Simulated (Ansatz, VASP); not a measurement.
# CoO: VASP beside Ansatz

```
Co O
1.0
     3.28531    0.00000    0.00000
    -1.64266    2.84517    0.00000
     0.00000    0.00000    5.29468
Co O
2 2
Cartesian
  0.0000 0.0000 0.0030
  0.0000 1.8968 2.6504
  0.0000 0.0000 1.9825
  0.0000 1.8968 4.6298
```

Alike in both runs: functional PBE; k mesh 6 × 6 × 4; occupations gaussian, width 0.1 eV; collinear spin; Hubbard terms Co d U = 3.32 eV.

Ansatz relaxed the structure, and its values are those at the end. VASP's run is a single point on that final structure, the one shown.

|  | VASP | Ansatz |
| --- | --- | --- |
| version | VASP 6.6.1 | Ansatz 0.2.0 |
| potentials or method | VASP PAW PBE potentials, release 64 (Co, O), cutoff 520 eV | scalar-relativistic, plane waves, PAW |
| valence electrons in the cell | 30 | 46 |

VASP gave:

- gap on the k mesh at the Fermi level (eV): 1.20
- least direct gap on the mesh (eV): 1.29
- pressure (GPa): -1.6
- rms of the force components (eV/Å): 0.008
- net moment per atom (μB): 0.00
- size of the moment on the site where the two differ most (μB): 2.66

Problem. What did Ansatz give for the same quantities?

Solution. gap on the k mesh at the Fermi level (eV): 1.12; least direct gap on the mesh (eV): 1.21; pressure (GPa): 0.0; rms of the force components (eV/Å): 0.001; net moment per atom (μB): 0.00; size of the moment on the site where the two differ most (μB): 2.43.

Site moments also hang on the region over which each program counts them. The programs project onto different local orbitals, so the same U acts differently, and such runs can settle in different states. VASP's potentials hold 30 valence electrons a cell and Ansatz's 46, so a difference there can come from the potentials and not from the codes.
